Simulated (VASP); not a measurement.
# TaO: single point with PBE

Crystal: TaO.

```
CELL_PARAMETERS angstrom
4.97340 0.00000 0.00000
0.00000 4.59346 0.00000
0.00000 0.00000 4.56409
ATOMIC_POSITIONS crystal
Ta 0.44167 0.75000 0.25000
Ta 0.94167 0.75000 0.75000
Ta 0.55833 0.25000 0.75000
Ta 0.05833 0.25000 0.25000
O 0.25000 0.00000 0.93044
O 0.75000 0.00000 0.06956
O 0.75000 0.50000 0.43044
O 0.25000 0.50000 0.56956
```

```yaml
Program: VASP 6.6.1
Task: single point
Functional: PBE
Potentials_or_basis: VASP PAW PBE potentials, release 64 (Ta_pv, O)
Cutoff: 520 eV
k_mesh: 8 × 8 × 8
Occupations: gaussian, width 0.1 eV
Spin: no spin polarisation
```

| Property | Result |
| --- | --- |
| Pressure | 0.5 GPa |
| Largest force | 0.018 eV/Å |
| Band gap on the k mesh | zero (band 34 reaches 7.17 eV, above the bottom of band 35 at 5.81 eV) |

Forces on the atoms (eV/Å):
```
Ta  -0.018  0.000  0.000
Ta  -0.018  0.000  0.000
Ta   0.018  0.000  0.000
Ta   0.018  0.000  0.000
O    0.000  0.000 -0.011
O    0.000  0.000  0.011
O    0.000  0.000 -0.011
O    0.000  0.000  0.011
```

Stress tensor (GPa, compression positive):
```
0.57 0.00 0.00
0.00 0.39 0.00
0.00 0.00 0.48
```

Levels at points of the mesh, in eV from the Fermi level:
```csv
k point,band 30,band 31,band 32,band 33,band 34,band 35,band 36,band 37,band 38,band 39
"(0.00, 0.00, 0.00)",-2.22,-2.06,-0.98,-0.24,0.82,0.94,1.40,1.57,2.28,2.51
"(0.50, 0.00, 0.00)",-3.38,-1.78,-1.78,-1.39,-1.39,1.54,1.54,1.87,1.87,2.56
"(0.00, 0.50, 0.00)",-1.89,-1.82,-1.82,0.10,0.10,0.40,0.40,1.76,1.76,2.11
"(0.50, 0.50, 0.00)",-1.86,-1.86,-1.86,-0.28,-0.28,-0.28,-0.28,2.09,2.09,2.09
"(0.00, 0.00, 0.50)",-2.13,-0.71,-0.71,-0.56,-0.56,0.11,0.11,1.56,1.56,2.01
"(0.50, 0.00, 0.50)",-2.43,-1.36,-1.36,-0.84,-0.84,-0.54,-0.54,1.82,1.82,2.65
"(0.00, 0.50, 0.50)",-2.34,-1.08,-1.08,0.19,0.19,0.32,0.32,1.13,1.13,2.25
"(0.50, 0.50, 0.50)",-2.63,-0.84,-0.84,-0.47,-0.47,1.07,1.07,1.82,1.82,2.82
```

Run time: 10 min on 1 thread of AMD EPYC 7R43 64-Core Processor (Zen 3), with other jobs on the host, peak memory 0.48 GiB.

Caveat: spin-orbit coupling is left out, which moves the levels of the heavy elements.
